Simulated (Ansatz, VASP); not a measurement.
**C: VASP beside Ansatz**

```
CELL_PARAMETERS angstrom
0.00000 1.78337 1.78337
1.78337 0.00000 1.78337
1.78337 1.78337 0.00000
ATOMIC_POSITIONS crystal
C 0.00000 0.00000 0.00000
C 0.25000 0.25000 0.25000
```

Alike in both runs: task single point; functional PBE; dispersion D4; k mesh 12 × 12 × 12; no spin polarisation.

```csv
,VASP,Ansatz
version,VASP 6.6.1,Ansatz 0.2.0
potentials or method,"VASP PAW PBE potentials, release 64 (C), cutoff 600 eV","plane waves, PAW"
occupations,"gaussian, width 0.01 eV",fixed
valence electrons in the cell,8,8
```

```tsv
	VASP	Ansatz	Ansatz less VASP
gap on the k mesh at the Fermi level (eV)	4.15	4.16	+0.009
```
